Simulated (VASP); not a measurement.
# CaO (Lime) (Fm-3m) in VASP: single point with PBE

Aim: the single point of CaO (Lime) with PBE.

Everything below comes from runs of VASP 6.6.1. Logs are shortened: lines on timing, memory, paths and dates and some standing lists are left out, and cuts for length are marked.

## Step 1: The cell of the first run

The structure is cubic, space group Fm-3m (No. 225). The conventional cell has a = 4.830 Å, b = 4.830 Å, c = 4.830 Å, α = 90.00°, β = 90.00°, γ = 90.00°. Within 3.2 Å of Ca (site symmetry m-3m) lie 6 O at 2.42 Å. O (site symmetry m-3m) has 6 Ca at 2.42 Å within 3.2 Å.

## Step 2: Single point, PBE

File INCAR:

```
PREC = Accurate
ENCUT = 520
EDIFF = 1E-6
ISMEAR = 0
SIGMA = 0.02
LREAL = False
LASPH = True
NELM = 60
ALGO = Normal
ISIF = 2
LWAVE = False
LCHARG = False
GGA = PE
NBANDS = 15
```

File KPOINTS:

```
regular mesh
0
Gamma
  8 8 8
```

File POSCAR:

```
CaO
1.0
    0.0000000000      2.4150559793      2.4150559793
    2.4150559793      0.0000000000      2.4150559793
    2.4150559793      2.4150559793      0.0000000000
Ca O
1 1
Direct
    0.0000000000      0.0000000000      0.0000000000
    0.5000000000      0.5000000000      0.5000000000
```

Potentials or basis: VASP PAW PBE potentials, release 64 (Ca_sv, O).

Launch:

```console
$ cat potpaw_PBE.64/Ca_sv/POTCAR potpaw_PBE.64/O/POTCAR > POTCAR
$ mpirun -np 1 vasp_std > vasp.out
```

OUTCAR:

```text
PREC = Accurate
   ENCUT = 520
   EDIFF = 1E-6
   ISMEAR = 0
   LREAL = False
   LASPH = True
   NELM = 60
   ISIF = 2
   GGA = PE

 ion  position               nearest neighbor table
   1  0.000  0.000  0.000-   2 2.42   2 2.42   2 2.42   2 2.42   2 2.42   2 2.42
   2  0.500  0.500  0.500-   1 2.42   1 2.42   1 2.42   1 2.42   1 2.42   1 2.42

  LATTYP: Found a face centered cubic cell.
 ALAT       =     4.8301119586

  Lattice vectors:

 A1 = (   0.0000000000,   2.4150559793,   2.4150559793)
 A2 = (   2.4150559793,   0.0000000000,   2.4150559793)
 A3 = (   2.4150559793,   2.4150559793,   0.0000000000)

Analysis of symmetry for initial positions (statically):
=====================================================================
 Subroutine PRICEL returns:
 Original cell was already a primitive cell.

 Routine SETGRP: Setting up the symmetry group for a
 face centered cubic supercell.

 Subroutine GETGRP returns: Found 48 space group operations
[... 9 lines left out ...]

 Routine SETGRP: Setting up the symmetry group for a
 face centered cubic supercell.

 Subroutine GETGRP returns: Found 48 space group operations
[... 11 lines left out ...]
                                     Primitive cell

  volume of cell :      28.1716

  direct lattice vectors                    reciprocal lattice vectors
     0.000000000  2.415055979  2.415055979    -0.207034538  0.207034538  0.207034538
     2.415055979  0.000000000  2.415055979     0.207034538 -0.207034538  0.207034538
     2.415055979  2.415055979  0.000000000     0.207034538  0.207034538 -0.207034538

  length of vectors
     3.415404920  3.415404920  3.415404920     0.358594340  0.358594340  0.358594340

  position of ions in fractional coordinates (direct lattice)
     0.000000000  0.000000000  0.000000000
     0.500000000  0.500000000  0.500000000

  ion indices of the primitive-cell ions
   primitive index   ion index
                 1           1
                 2           2

----------------------------------------------------------------------------------------

 KPOINTS: regular mesh

Automatic generation of k-mesh.
 Grid dimensions read from file:
 generate k-points for:    8    8    8

 Generating k-lattice:

  Cartesian coordinates                     Fractional coordinates (reciprocal lattice)
    -0.025879317  0.025879317  0.025879317     0.125000000  0.000000000  0.000000000
     0.025879317 -0.025879317  0.025879317     0.000000000  0.125000000  0.000000000
     0.025879317  0.025879317 -0.025879317     0.000000000  0.000000000  0.125000000

  Length of vectors
     0.044824292  0.044824292  0.044824292

  Shift w.r.t. Gamma in fractional coordinates (k-lattice)
     0.000000000  0.000000000  0.000000000

 Subroutine IBZKPT returns following result:
 ===========================================

 Found     29 irreducible k-points:

 Following reciprocal coordinates:
            Coordinates               Weight
  0.000000  0.000000  0.000000      1.000000
  0.125000  0.000000  0.000000      8.000000
  0.250000  0.000000  0.000000      8.000000
  0.375000  0.000000  0.000000      8.000000
  0.500000  0.000000  0.000000      4.000000
  0.125000  0.125000  0.000000      6.000000
[... 16 lines left out ...]
  0.500000  0.250000  0.125000     48.000000
 -0.375000  0.250000  0.125000     24.000000
 [... further k-points ...]
   k-points           NKPTS =     29   k-points in BZ     NKDIM =     29   number of bands    NBANDS=     15
   number of dos      NEDOS =    301   number of ions     NIONS =      2
   total plane-waves  NPLWV =  21952
   dimension x,y,z NGX =    28 NGY =   28 NGZ =   28
   dimension x,y,z NGXF=    56 NGYF=   56 NGZF=   56
   ions per type =               1   1
   NGX,Y,Z   is equivalent  to a cutoff of  13.63, 13.63, 13.63 a.u.
   NGXF,Y,Z  is equivalent  to a cutoff of  27.26, 27.26, 27.26 a.u.
 SYSTEM =  unknown system
   PREC   = accura    normal or accurate (medium, high low for compatibility)
   ISTART =      0    job   : 0-new  1-cont  2-samecut
   ICHARG =      2    charge: 1-file 2-atom 10-const
   ISPIN  =      1    spin polarized calculation?
   LNONCOLLINEAR =      F non collinear calculations
   LSORBIT =      F    spin-orbit coupling
   LASPH  =      T    aspherical Exc in radial PAW
   ENCUT  =  520.0 eV  38.22 Ry    6.18 a.u.   6.35  6.35  6.35*2*pi/ulx,y,z
   NELM   =     60;   NELMIN=  2; NELMDL= -5     # of ELM steps
   EDIFF  = 0.1E-05   stopping-criterion for ELM
   LREAL  =      F    real-space projection
   EDIFFG = 0.1E-04   stopping-criterion for IOM
   NSW    =      0    number of steps for IOM
   IBRION =     -1    ionic relax: 0-MD 1-quasi-New 2-CG
   NFREE  =      0    steps in history (QN), initial steepest desc. (CG)
   ISIF   =      2    stress and relaxation
   ISYM   =      2    0-nonsym 1-usesym 2-fastsym
   POTIM  = 0.5000    time-step for ionic-motion
   TEBEG  =    0.0;   TEEND  =   0.0 temperature during run
   PSTRESS=    0.0 pullay stress
   NELECT =      16.0000    total number of electrons
   NUPDOWN=      -1.0000    fix difference up-down
   EMIN   =  10.00;   EMAX   =-10.00  energy-range for DOS
   EFERMI =   0.00;   METHOD = LEGACY
   ISMEAR =     0;   SIGMA  =   0.02  broadening in eV -4-tet -1-fermi 0-gaus
   EFERMI_NEDOS =   21; number of points for ismear=-14 and -15
   IALGO  =     38    algorithm
   IMIX   =      4    mixing-type and parameters
     AMIX     =   0.40;   BMIX     =  1.00
     AMIX_MAG =   1.60;   BMIX_MAG =  1.00
  volume/ion in A,a.u.               =      14.09        95.06
  Fermi-wavevector in a.u.,A,eV,Ry     =   1.355744  2.561984 25.008069  1.838041
  Thomas-Fermi vector in A             =   2.482806
   LORBIT       =      0    0 simple, 1 ext, 2 COOP (PROOUT), +10 PAW based schemes
   GGA     = PE    functional components
   LHFCALC =     F    Hartree Fock is set to
   AEXX    =    0.0000 exact exchange contribution
   IVDW    =     0    specifies the selected vdW correction
   LEPSILON=     F    determine dielectric tensor
   LRPA    =     F    only Hartree local field effects (RPA)
 non-spin polarized calculation
 Gauss-broadening in eV      SIGMA  =   0.02
  energy-cutoff  :      520.00
  volume of cell :       28.17
 maximum number of plane-waves:       775
 NGX is ok and might be reduce to    28
   NGX = 13   NGY = 13   NGZ = 13

 number of electron      15.9999999 magnetization

 Free energy of the ion-electron system (eV)
  ---------------------------------------------------
  ext. energy  EPLUGINS =         0.00000000
  ---------------------------------------------------
  free energy    TOTEN  =       -12.80525307 eV

  energy without entropy =      -12.80525307  energy(sigma->0) =      -12.80525307

 E-fermi :   2.3496     XC(G=0): -10.4036

 val. band max:        2.2670982597   @ k =   0.0000   0.0000   0.0000
 cond. band min:       5.9060795972   @ k =   0.5000   0.5000   0.0000
 fundamental gap:      3.6389813375
 Fermi energy:         2.3495852930

 k-point     1 :       0.0000    0.0000    0.0000
  band No.  band energies     occupation
      1     -35.4310      2.00000
      2     -16.2053      2.00000
      3     -16.2053      2.00000
      4     -16.2053      2.00000
      5     -13.2366      2.00000
      6       2.2671      2.00000
      7       2.2671      2.00000
      8       2.2671      2.00000
      9       6.8612      0.00000
     10       8.4556      0.00000
     11       8.4556      0.00000
     12       8.4556      0.00000
     13       9.9336      0.00000
     14       9.9336      0.00000
     15      17.2461      0.00000

 k-point     2 :       0.1250    0.0000    0.0000
  band No.  band energies     occupation
      1     -35.4171      2.00000
      2     -16.4012      2.00000
      3     -16.2130      2.00000
      4     -16.2130      2.00000
      5     -13.0296      2.00000
      6       1.7371      2.00000
      7       2.0620      2.00000
      8       2.0620      2.00000
      9       7.5422      0.00000
     10       8.4152      0.00000
     11       8.7149      0.00000
     12       8.7149      0.00000
     13      10.2921      0.00000
     14      10.2921      0.00000
     15      17.8053      0.00000

 k-point     3 :       0.2500    0.0000    0.0000
  band No.  band energies     occupation
      1     -35.3832      2.00000
      2     -16.7985      2.00000
      3     -16.2314      2.00000
      4     -16.2314      2.00000
      5     -12.6034      2.00000
      6       0.7500      2.00000
      7       1.6221      2.00000
      8       1.6221      2.00000
      9       8.4750      0.00000
     10       8.9964      0.00000
     11       9.3946      0.00000
     12       9.3946      0.00000
     13      11.1556      0.00000
     14      11.1556      0.00000
     15      18.0516      0.00000

 k-point     4 :       0.3750    0.0000    0.0000
  band No.  band energies     occupation
      1     -35.3490      2.00000
      2     -17.1309      2.00000
      3     -16.2497      2.00000
      4     -16.2497      2.00000
      5     -12.2391      2.00000
      6      -0.0418      2.00000
      7       1.2393      2.00000
      8       1.2393      2.00000
      9       8.9204      0.00000
     10      10.1781      0.00000
     11      10.1781      0.00000
     12      10.2245      0.00000
     13      12.0976      0.00000
     14      12.0976      0.00000
     15      16.8841      0.00000
[... 307 lines left out ...]
 k-point    22 :       0.3750    0.2500    0.1250
  band No.  band energies     occupation
      1     -35.3584      2.00000
      2     -16.8356      2.00000
      3     -16.3564      2.00000
      4     -16.2657      2.00000
      5     -12.5583      2.00000
      6       0.4726      2.00000
      7       1.5047      2.00000
      8       1.7560      2.00000
      9       7.6167      0.00000
     10       9.2598      0.00000
     11      10.0723      0.00000
     12      10.3793      0.00000
     13      11.1448      0.00000
     14      12.3124      0.00000
     15      18.5042      0.00000

 k-point    23 :       0.5000    0.2500    0.1250
  band No.  band energies     occupation
      1     -35.3313      2.00000
      2     -16.9816      2.00000
      3     -16.4180      2.00000
      4     -16.3009      2.00000
      5     -12.4178      2.00000
      6       0.2910      2.00000
      7       1.2185      2.00000
      8       1.4348      2.00000
      9       8.1074      0.00000
     10       9.6723      0.00000
     11      10.6510      0.00000
     12      10.7337      0.00000
     13      12.0707      0.00000
     14      13.2335      0.00000
     15      16.8621      0.00000

 k-point    24 :      -0.3750    0.2500    0.1250
  band No.  band energies     occupation
      1     -35.3200      2.00000
      2     -17.0406      2.00000
      3     -16.4325      2.00000
      4     -16.3248      2.00000
      5     -12.3637      2.00000
      6       0.2393      2.00000
      7       1.1534      2.00000
      8       1.2316      2.00000
      9       8.9571      0.00000
     10       9.0361      0.00000
     11      10.9364      0.00000
     12      11.0934      0.00000
     13      12.3566      0.00000
     14      14.0416      0.00000
     15      15.9053      0.00000

 [... further k-points ...]
[... 5 lines left out ...]
  --------------------------------------------------------------------------------------
  -------------------------------------------------------------------------------------
  Total        0.1020813      0.1020813      0.1020813      0.0000000     -0.0000000     -0.0000000
  in kB        5.8055733      5.8055733      5.8055733      0.0000000     -0.0000000     -0.0000000
  external PRESSURE =       5.8055733 kB  Pullay stress =       0.0000000 kB

 VOLUME and BASIS-vectors are now :
 -----------------------------------------------------------------------------
  energy-cutoff  :      520.00
  volume of cell :       28.17
      direct lattice vectors                 reciprocal lattice vectors
     0.000000000  2.415055979  2.415055979    -0.207034538  0.207034538  0.207034538
     2.415055979  0.000000000  2.415055979     0.207034538 -0.207034538  0.207034538
     2.415055979  2.415055979  0.000000000     0.207034538  0.207034538 -0.207034538

 POSITION                                       TOTAL-FORCE (eV/Angst)
 -----------------------------------------------------------------------------------
      0.00000      0.00000      0.00000        -0.000000      0.000000     -0.000000
      2.41506      2.41506      2.41506         0.000000     -0.000000      0.000000
 -----------------------------------------------------------------------------------
    total drift:                                0.000000      0.000000      0.000000

  FREE ENERGIE OF THE ION-ELECTRON SYSTEM (eV)
  ---------------------------------------------------
  free  energy   TOTEN  =       -12.8052530746 eV

  energy  without entropy=      -12.8052530746  energy(sigma->0) =      -12.80525307
```

Run time: 16 s. Hardware: 1 thread of AMD EPYC 7R13 (Zen 3), shared host; peak memory 0.13 GiB.

What came out:

```yaml
Free_energy: -12.8053 eV
Pressure: 0.6 GPa
Band_gap_on_the_k_mesh: 3.64 eV, indirect (least direct gap 4.02 eV)
```
